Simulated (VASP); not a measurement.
# ZnCu4 in VASP: further runs

The runs below take ZnCu4 through single point, with PBEsol.

Program: VASP 6.6.1. These are calculated values, not measurements. Logs are shortened: lines on timing, memory, paths and dates and some standing lists are left out, and cuts for length are marked.

### Step 1. The cell of the first run

The cell holds a slab with vacuum, 5 atoms: a = 2.520 Å, b = 3.563 Å, c = 21.039 Å, α = 90.00°, β = 90.00°, γ = 90.00°.

### Step 2. Single point, PBEsol

INCAR reads:

```
SYSTEM = ZnCu4
  PREC = Accurate
  ENCUT = 520
  EDIFF = 1E-7
  ISMEAR = -1
  SIGMA = 0.1
  LREAL = .FALSE.
  LASPH = .TRUE.
  NELM = 80
  ALGO = Normal
  ISIF = 2
  LWAVE = .FALSE.
  LCHARG = .FALSE.
  LDIPOL = .TRUE.
  IDIPOL = 3
  DIPOL = 0.5 0.5 0.500
  GGA = PS
  NBANDS = 36
```

KPOINTS reads:

```
Automatic mesh
0
G
  16 12 1
  0 0 0
```

POSCAR reads:

```
ZnCu4
1.0
    2.5195991541      0.0000000000      0.0000000000
    0.0000000000      3.5632512955      0.0000000000
    0.0000000000      0.0000000000     21.0392000000
Zn Cu
1 4
Direct
    0.0000000000      0.0000000000      0.3842125874
    0.5000000000      0.5000000000      0.4384884403
    0.0000000000      0.0000000000      0.4999999782
    0.5000000000      0.5000000000      0.5615115702
    0.0000000000      0.0000000000      0.6157874238
```

Potentials or basis: VASP PAW PBE potentials, release 64 (Zn, Cu).

On the command line:

```console
$ cat potpaw_PBE.64/Zn/POTCAR potpaw_PBE.64/Cu/POTCAR > POTCAR
$ mpirun -np 1 vasp_std > vasp.out
```

OUTCAR:

```text
SYSTEM = ZnCu4
   PREC = Accurate
   ENCUT = 520
   EDIFF = 1E-7
   ISMEAR = -1
   LREAL = .FALSE.
   LASPH = .TRUE.
   NELM = 80
   ISIF = 2
   GGA = PS

 ion  position               nearest neighbor table
   1  0.000  0.000  0.384-   3 2.44   2 2.46   2 2.46   2 2.46   2 2.46
   2  0.500  0.500  0.438-   1 2.46   1 2.46   1 2.46   1 2.46   3 2.54   3 2.54   3 2.54   3 2.54
                             4 2.59
   3  0.000  0.000  0.500-   1 2.44   5 2.44   2 2.54   2 2.54   2 2.54   2 2.54   4 2.54   4 2.54
                             4 2.54   4 2.54
   4  0.500  0.500  0.562-   5 2.46   5 2.46   5 2.46   5 2.46   3 2.54   3 2.54   3 2.54   3 2.54
                             2 2.59
   5  0.000  0.000  0.616-   3 2.44   4 2.46   4 2.46   4 2.46   4 2.46

  LATTYP: Found a simple orthorhombic cell.
 ALAT       =     2.5195991541
 B/A-ratio  =     1.4142135624
 C/A-ratio  =     8.3502171231

  Lattice vectors:

 A1 = (   2.5195991541,   0.0000000000,   0.0000000000)
 A2 = (   0.0000000000,   3.5632512955,   0.0000000000)
 A3 = (   0.0000000000,   0.0000000000,  21.0392000000)

Analysis of symmetry for initial positions (statically):
=====================================================================
 Subroutine PRICEL returns:
 Original cell was already a primitive cell.

 Routine SETGRP: Setting up the symmetry group for a
 simple orthorhombic supercell.

 Subroutine GETGRP returns: Found  4 space group operations
 (whereof  4 operations were pure point group operations)
 out of a pool of  8 trial point group operations.

The static configuration has the point symmetry C_2v.

Analysis of symmetry for dynamics (positions and initial velocities):
=====================================================================
 Subroutine PRICEL returns:
 Original cell was already a primitive cell.

 Routine SETGRP: Setting up the symmetry group for a
 simple orthorhombic supercell.

 Subroutine GETGRP returns: Found  4 space group operations
 (whereof  4 operations were pure point group operations)
 out of a pool of  8 trial point group operations.

The dynamic configuration has the point symmetry C_2v.

 Subroutine INISYM returns: Found  4 space group operations
 (whereof  4 operations are pure point group operations),
 and found     1 'primitive' translations

----------------------------------------------------------------------------------------

                                     Primitive cell

  volume of cell :     188.8892

  direct lattice vectors                    reciprocal lattice vectors
     2.519599154  0.000000000  0.000000000     0.396888528  0.000000000  0.000000000
     0.000000000  3.563251296  0.000000000     0.000000000  0.280642570  0.000000000
     0.000000000  0.000000000 21.039200000     0.000000000  0.000000000  0.047530324

  length of vectors
     2.519599154  3.563251296 21.039200000     0.396888528  0.280642570  0.047530324

  position of ions in fractional coordinates (direct lattice)
     0.000000000  0.000000000  0.384212587
     0.500000000  0.500000000  0.438488440
     0.000000000  0.000000000  0.499999978
     0.500000000  0.500000000  0.561511570
     0.000000000  0.000000000  0.615787424

  ion indices of the primitive-cell ions
   primitive index   ion index
                 1           1
                 2           2
                 3           3
                 4           4
                 5           5

----------------------------------------------------------------------------------------

 KPOINTS: Automatic mesh

Automatic generation of k-mesh.
 Grid dimensions read from file:
 generate k-points for:   16   12    1

 Generating k-lattice:

  Cartesian coordinates                     Fractional coordinates (reciprocal lattice)
     0.024805533  0.000000000  0.000000000     0.062500000  0.000000000  0.000000000
     0.000000000  0.023386881  0.000000000     0.000000000  0.083333333  0.000000000
     0.000000000  0.000000000  0.047530324     0.000000000  0.000000000  1.000000000

  Length of vectors
     0.024805533  0.023386881  0.047530324

  Shift w.r.t. Gamma in fractional coordinates (k-lattice)
     0.000000000  0.000000000  0.000000000

 Subroutine IBZKPT returns following result:
 ===========================================

 Found     63 irreducible k-points:

 Following reciprocal coordinates:
            Coordinates               Weight
  0.000000  0.000000  0.000000      1.000000
  0.062500  0.000000  0.000000      2.000000
  0.125000  0.000000  0.000000      2.000000
  0.187500  0.000000  0.000000      2.000000
  0.250000  0.000000  0.000000      2.000000
  0.312500  0.000000  0.000000      2.000000
[... 16 lines left out ...]
  0.250000  0.166667  0.000000      4.000000
  0.312500  0.166667  0.000000      4.000000
 [... further k-points ...]
   k-points           NKPTS =     63   k-points in BZ     NKDIM =     63   number of bands    NBANDS=     36
   number of dos      NEDOS =    301   number of ions     NIONS =      5
   total plane-waves  NPLWV =  89600
   dimension x,y,z NGX =    20 NGY =   28 NGZ =  160
   dimension x,y,z NGXF=    40 NGYF=   56 NGZF=  320
   ions per type =               1   4
   NGX,Y,Z   is equivalent  to a cutoff of  13.20, 13.06, 12.64 a.u.
   NGXF,Y,Z  is equivalent  to a cutoff of  26.39, 26.13, 25.29 a.u.
 SYSTEM =  ZnCu4
   PREC   = accura    normal or accurate (medium, high low for compatibility)
   ISTART =      0    job   : 0-new  1-cont  2-samecut
   ICHARG =      2    charge: 1-file 2-atom 10-const
   ISPIN  =      1    spin polarized calculation?
   LNONCOLLINEAR =      F non collinear calculations
   LSORBIT =      F    spin-orbit coupling
   LASPH  =      T    aspherical Exc in radial PAW
   ENCUT  =  520.0 eV  38.22 Ry    6.18 a.u.   4.68  6.63 39.12*2*pi/ulx,y,z
   NELM   =     80;   NELMIN=  2; NELMDL= -5     # of ELM steps
   EDIFF  = 0.1E-06   stopping-criterion for ELM
   LREAL  =      F    real-space projection
   EDIFFG = 0.1E-05   stopping-criterion for IOM
   NSW    =      0    number of steps for IOM
   IBRION =     -1    ionic relax: 0-MD 1-quasi-New 2-CG
   NFREE  =      0    steps in history (QN), initial steepest desc. (CG)
   ISIF   =      2    stress and relaxation
   ISYM   =      2    0-nonsym 1-usesym 2-fastsym
   POTIM  = 0.5000    time-step for ionic-motion
   TEBEG  =    0.0;   TEEND  =   0.0 temperature during run
   PSTRESS=    0.0 pullay stress
   NELECT =      56.0000    total number of electrons
   NUPDOWN=      -1.0000    fix difference up-down
   EMIN   =  10.00;   EMAX   =-10.00  energy-range for DOS
   EFERMI =   0.00;   METHOD = LEGACY
   ISMEAR =    -1;   SIGMA  =   0.10  broadening in eV -4-tet -1-fermi 0-gaus
   EFERMI_NEDOS =   21; number of points for ismear=-14 and -15
   IALGO  =     38    algorithm
   IMIX   =      4    mixing-type and parameters
     AMIX     =   0.40;   BMIX     =  1.00
     AMIX_MAG =   1.60;   BMIX_MAG =  1.00
  volume/ion in A,a.u.               =      37.78       254.94
  Fermi-wavevector in a.u.,A,eV,Ry     =   1.091612  2.062848 16.212942  1.191618
  Thomas-Fermi vector in A             =   2.227861
   LORBIT       =      0    0 simple, 1 ext, 2 COOP (PROOUT), +10 PAW based schemes
   GGA     = PS    functional components
   LHFCALC =     F    Hartree Fock is set to
   AEXX    =    0.0000 exact exchange contribution
   IVDW    =     0    specifies the selected vdW correction
   LEPSILON=     F    determine dielectric tensor
   LRPA    =     F    only Hartree local field effects (RPA)
 non-spin polarized calculation
  energy-cutoff  :      520.00
  volume of cell :      188.89
 maximum number of plane-waves:      5121
 NGX is ok and might be reduce to    20
   NGX =  9   NGY = 13   NGZ = 79

 dipolmoment           0.000000      0.000000     -0.000001 electrons x Angstroem

 number of electron      55.9999977 magnetization

 dipolmoment           0.000000      0.000000      0.011591 electrons x Angstroem

 Free energy of the ion-electron system (eV)
  ---------------------------------------------------
  ext. energy  EPLUGINS =         0.00000000
  ---------------------------------------------------
  free energy    TOTEN  =       -17.19288217 eV

  energy without entropy =      -17.14438376  energy(sigma->0) =      -17.16863296

 E-fermi :  -0.6354     XC(G=0):  -4.8956

 val. band max:       -0.6365903512   @ k =   0.0625   0.3333   0.0000
 cond. band min:      -0.5811959959   @ k =   0.0000   0.0000   0.0000
 fundamental gap:      0.0553943553
 Fermi energy:        -0.6353947913

 k-point     1 :       0.0000    0.0000    0.0000
  band No.  band energies     occupation
      1     -10.2290      2.00000
      2      -8.8440      2.00000
      3      -8.3103      2.00000
      4      -8.0313      2.00000
      5      -8.0162      2.00000
      6      -7.6347      2.00000
[... 28 lines left out ...]
     35       5.0334      0.00000
     36       5.3473      0.00000

 k-point     2 :       0.0625    0.0000    0.0000
  band No.  band energies     occupation
      1     -10.1333      2.00000
      2      -8.7825      2.00000
      3      -8.2892      2.00000
      4      -8.0310      2.00000
      5      -7.9721      2.00000
      6      -7.6649      2.00000
[... 28 lines left out ...]
     35       5.1275      0.00000
     36       5.4396      0.00000

 k-point     3 :       0.1250    0.0000    0.0000
  band No.  band energies     occupation
      1      -9.8520      2.00000
      2      -8.6158      2.00000
      3      -8.2433      2.00000
      4      -8.0303      2.00000
      5      -7.8682      2.00000
      6      -7.7529      2.00000
[... 28 lines left out ...]
     35       5.4065      0.00000
     36       5.7122      0.00000

 k-point     4 :       0.1875    0.0000    0.0000
  band No.  band energies     occupation
      1      -9.4087      2.00000
      2      -8.3901      2.00000
      3      -8.1956      2.00000
      4      -8.0310      2.00000
      5      -7.8846      2.00000
      6      -7.8779      2.00000
[... 28 lines left out ...]
     35       5.8509      0.00000
     36       6.1373      0.00000

 k-point     5 :       0.2500    0.0000    0.0000
  band No.  band energies     occupation
      1      -8.8856      2.00000
      2      -8.1724      2.00000
      3      -8.1417      2.00000
      4      -8.0494      2.00000
      5      -8.0009      2.00000
      6      -7.8789      2.00000
[... 655 lines left out ...]
 k-point    22 :       0.1875    0.1667    0.0000
  band No.  band energies     occupation
      1      -9.1318      2.00000
      2      -8.3806      2.00000
      3      -8.1482      2.00000
      4      -8.0246      2.00000
      5      -7.8969      2.00000
      6      -7.8353      2.00000
[... 28 lines left out ...]
     35       5.6442      0.00000
     36       6.4521      0.00000

 k-point    23 :       0.2500    0.1667    0.0000
  band No.  band energies     occupation
      1      -8.6860      2.00000
      2      -8.1594      2.00000
      3      -8.1249      2.00000
      4      -8.0199      2.00000
      5      -8.0109      2.00000
      6      -7.7787      2.00000
[... 28 lines left out ...]
     35       5.6813      0.00000
     36       6.3001      0.00000

 k-point    24 :       0.3125    0.1667    0.0000
  band No.  band energies     occupation
      1      -8.4744      2.00000
      2      -8.1991      2.00000
      3      -8.0629      2.00000
      4      -8.0227      2.00000
      5      -7.9671      2.00000
      6      -7.3045      2.00000
[... 28 lines left out ...]
     35       5.9979      0.00000
     36       6.3893      0.00000

 [... further k-points ...]

------------------------ aborting loop because EDIFF is reached ----------------------------------------

 vacuum level on the upper side and lower side of the slab       (xc-potential included)         0.013        -0.243

  FORCE on cell =-STRESS in cart. coord.  units (eV):
  Direction    XX          YY          ZZ          XY          YZ          ZX
  --------------------------------------------------------------------------------------
  -------------------------------------------------------------------------------------
  Total        0.3752284     -0.1272099      0.8923011      0.0000000      0.0000000      0.0000000
  in kB        3.1827257     -1.0790072      7.5685882      0.0000000      0.0000000      0.0000000
  external PRESSURE =       3.2241022 kB  Pullay stress =       0.0000000 kB

 VOLUME and BASIS-vectors are now :
 -----------------------------------------------------------------------------
  energy-cutoff  :      520.00
  volume of cell :      188.89
      direct lattice vectors                 reciprocal lattice vectors
     2.519599154  0.000000000  0.000000000     0.396888528  0.000000000  0.000000000
     0.000000000  3.563251296  0.000000000     0.000000000  0.280642570  0.000000000
     0.000000000  0.000000000 21.039200000     0.000000000  0.000000000  0.047530324

 POSITION                                       TOTAL-FORCE (eV/Angst)
 -----------------------------------------------------------------------------------
      0.00000      0.00000      8.08353         0.000000      0.000000     -0.476975
      1.25980      1.78163      9.22545         0.000000      0.000000      0.141713
      0.00000      0.00000     10.51960         0.000000      0.000000      0.383757
      1.25980      1.78163     11.81375         0.000000      0.000000     -0.056639
      0.00000      0.00000     12.95567         0.000000      0.000000      0.008144
 -----------------------------------------------------------------------------------
    total drift:                               -0.000000      0.000000     -0.000829

  FREE ENERGIE OF THE ION-ELECTRON SYSTEM (eV)
  ---------------------------------------------------
  free  energy   TOTEN  =       -17.1928821702 eV

  energy  without entropy=      -17.1443837586  energy(sigma->0) =      -17.16863296

 vacuum level on the upper side and lower side of the slab         3.606         3.349
```

It took 6.2 min on 1 thread of Intel Xeon 6975P-C (Granite Rapids), shared host; peak memory 0.53 GiB.

Results:

```
Free energy            : -17.1929 eV
Largest force          : 0.477 eV/Å
Band gap on the k mesh : zero (bands 28 and 29 overlap by 3.37 eV)
```

Forces in eV/Å, atoms in the order of the input:
```
Zn   0.000  0.000 -0.477
Cu   0.000  0.000  0.142
Cu   0.000  0.000  0.384
Cu   0.000  0.000 -0.057
Cu   0.000  0.000  0.008
```

Caveat: the PAW data sets were made with another functional, which shifts forces and pressure a little.

### Step 3. Single point, PBEsol

INCAR reads:

```
ALGO = Normal
DIPOL = 0.5 0.5 0.500
EDIFF = 1E-6
ENCUT = 520
GGA = PS
IDIPOL = 3
ISIF = 2
ISMEAR = -1
LASPH = True
LCHARG = False
LDIPOL = True
LREAL = False
LWAVE = False
NBANDS = 36
NELM = 60
PREC = Accurate
SIGMA = 0.1
```

KPOINTS reads:

```
k-points
0
Gamma
  16 12 1
```

POSCAR is that of step 2.

Potentials or basis: VASP PAW PBE potentials, release 64 (Zn, Cu).

On the command line:

```console
$ cat potpaw_PBE.64/Zn/POTCAR potpaw_PBE.64/Cu/POTCAR > POTCAR
$ mpirun -np 1 vasp_std > vasp.out
```

OUTCAR:

```text
EDIFF = 1E-6
   ENCUT = 520
   GGA = PS
   ISIF = 2
   ISMEAR = -1
   LASPH = True
   LREAL = False
   NELM = 60
   PREC = Accurate

 ion  position               nearest neighbor table
   1  0.000  0.000  0.384-   3 2.44   2 2.46   2 2.46   2 2.46   2 2.46
   2  0.500  0.500  0.438-   1 2.46   1 2.46   1 2.46   1 2.46   3 2.54   3 2.54   3 2.54   3 2.54
                             4 2.59
   3  0.000  0.000  0.500-   1 2.44   5 2.44   2 2.54   2 2.54   2 2.54   2 2.54   4 2.54   4 2.54
                             4 2.54   4 2.54
   4  0.500  0.500  0.562-   5 2.46   5 2.46   5 2.46   5 2.46   3 2.54   3 2.54   3 2.54   3 2.54
                             2 2.59
   5  0.000  0.000  0.616-   3 2.44   4 2.46   4 2.46   4 2.46   4 2.46

  LATTYP: Found a simple orthorhombic cell.
 ALAT       =     2.5195991541
 B/A-ratio  =     1.4142135624
 C/A-ratio  =     8.3502171231

  Lattice vectors:

 A1 = (   2.5195991541,   0.0000000000,   0.0000000000)
 A2 = (   0.0000000000,   3.5632512955,   0.0000000000)
 A3 = (   0.0000000000,   0.0000000000,  21.0392000000)

Analysis of symmetry for initial positions (statically):
=====================================================================
 Subroutine PRICEL returns:
 Original cell was already a primitive cell.

[... 190 lines left out ...]
      3      -8.3103      2.00000
      4      -8.0313      2.00000
      5      -8.0162      2.00000
      6      -7.6348      2.00000
[... 925 lines left out ...]
     35       5.9947      0.00000
     36       6.3875      0.00000

 [... further k-points ...]

------------------------ aborting loop because EDIFF is reached ----------------------------------------

 vacuum level on the upper side and lower side of the slab       (xc-potential included)        -0.019        -0.269

  FORCE on cell =-STRESS in cart. coord.  units (eV):
  Direction    XX          YY          ZZ          XY          YZ          ZX
  --------------------------------------------------------------------------------------
  -------------------------------------------------------------------------------------
  Total        0.3736565     -0.1289043      0.8906901      0.0000000      0.0000000      0.0000000
  in kB        3.1693919     -1.0933794      7.5549233      0.0000000      0.0000000      0.0000000
  external PRESSURE =       3.2103119 kB  Pullay stress =       0.0000000 kB

 VOLUME and BASIS-vectors are now :
 -----------------------------------------------------------------------------
  energy-cutoff  :      520.00
  volume of cell :      188.89
      direct lattice vectors                 reciprocal lattice vectors
     2.519599154  0.000000000  0.000000000     0.396888528  0.000000000  0.000000000
     0.000000000  3.563251296  0.000000000     0.000000000  0.280642570  0.000000000
     0.000000000  0.000000000 21.039200000     0.000000000  0.000000000  0.047530324

 POSITION                                       TOTAL-FORCE (eV/Angst)
 -----------------------------------------------------------------------------------
      0.00000      0.00000      8.08353         0.000000      0.000000     -0.477079
      1.25980      1.78163      9.22545         0.000000      0.000000      0.141724
      0.00000      0.00000     10.51960         0.000000      0.000000      0.383785
      1.25980      1.78163     11.81375         0.000000      0.000000     -0.056600
      0.00000      0.00000     12.95567         0.000000      0.000000      0.008171
 -----------------------------------------------------------------------------------
    total drift:                               -0.000000      0.000000     -0.000526

  FREE ENERGIE OF THE ION-ELECTRON SYSTEM (eV)
  ---------------------------------------------------
  free  energy   TOTEN  =       -17.1928820277 eV

  energy  without entropy=      -17.1443835866  energy(sigma->0) =      -17.16863281

 vacuum level on the upper side and lower side of the slab         3.522         3.256
```

Wall time 6 min (1 thread of Intel Xeon 6975P-C (Granite Rapids), shared host); peak memory 0.53 GiB.

What came out:

| Item | Value |
| --- | --- |
| Free energy | -17.1929 eV |
| Largest force | 0.477 eV/Å |
| Band gap on the k mesh | zero (bands 28 and 29 overlap by 3.37 eV) |

Forces in eV/Å, atoms in the order of the input:
```
Zn   0.000  0.000 -0.477
Cu   0.000  0.000  0.142
Cu   0.000  0.000  0.384
Cu   0.000  0.000 -0.057
Cu   0.000  0.000  0.008
```

Levels at points of the mesh, in eV from the Fermi level:
```
           k point  band 26  band 27  band 28  band 29  band 30  band 31
(0.00, 0.00, 0.00)    -1.77    -1.72    -1.49     0.05     1.97     2.69
(0.50, 0.00, 0.00)    -1.03    -0.62     0.19     0.28     1.47     3.51
(0.00, 0.50, 0.00)    -1.73    -1.62    -1.58    -1.56    -0.68    -0.02
(0.50, 0.50, 0.00)    -0.71    -0.20     1.81     2.55     2.65     3.86
```

Caveat: the PAW data sets were made with another functional, which shifts forces and pressure a little.

The gap in the log of VASP goes by the Fermi energy; the results here count the filled bands.